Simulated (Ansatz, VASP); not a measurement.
**TaSi2 in VASP and in Ansatz**

```
Ta Si
1.0
     4.78390    0.00000    0.00000
    -2.39195    4.14298    0.00000
     0.00000    0.00000    6.57000
Ta Si
3 6
Direct
  0.50000 0.00000 0.00000
  0.50000 0.50000 0.66667
  0.00000 0.50000 0.33333
  0.15897 0.31794 0.00000
  0.84103 0.15897 0.66667
  0.68206 0.84103 0.33333
  0.84103 0.68206 0.00000
  0.15897 0.84103 0.66667
  0.31794 0.15897 0.33333
```

Alike in both runs: task single point; functional r2SCAN; k mesh 6 × 6 × 4; occupations gaussian, width 0.1 eV; no spin polarisation.

|  | VASP | Ansatz |
| --- | --- | --- |
| version | VASP 6.6.1 | Ansatz 0.2.0 |
| potentials or method | VASP PAW PBE potentials, release 64 (Ta_pv, Si), cutoff 520 eV | scalar-relativistic, plane waves, PAW |
| valence electrons in the cell | 57 | 63 |

```tsv
	VASP	Ansatz	Ansatz less VASP
gap on the k mesh at the Fermi level (eV)	none	none	-
pressure (GPa)	-0.5	-0.8	-0.29
traceless stress, the component that is largest in VASP (GPa)	0.15	0.22	+0.068
rms of the force components (eV/Å)	0.023	0.019	-0.0041
```

VASP's potentials were made for PBE, not for r2SCAN. Atom by atom the forces differ by 0.004 eV/Å (rms over components). A gap of «none» marks a metal or a gap that the smearing closes. VASP's potentials hold 57 valence electrons a cell and Ansatz's 63, so a difference there can come from the potentials and not from the codes.

Spin-orbit coupling is off throughout.
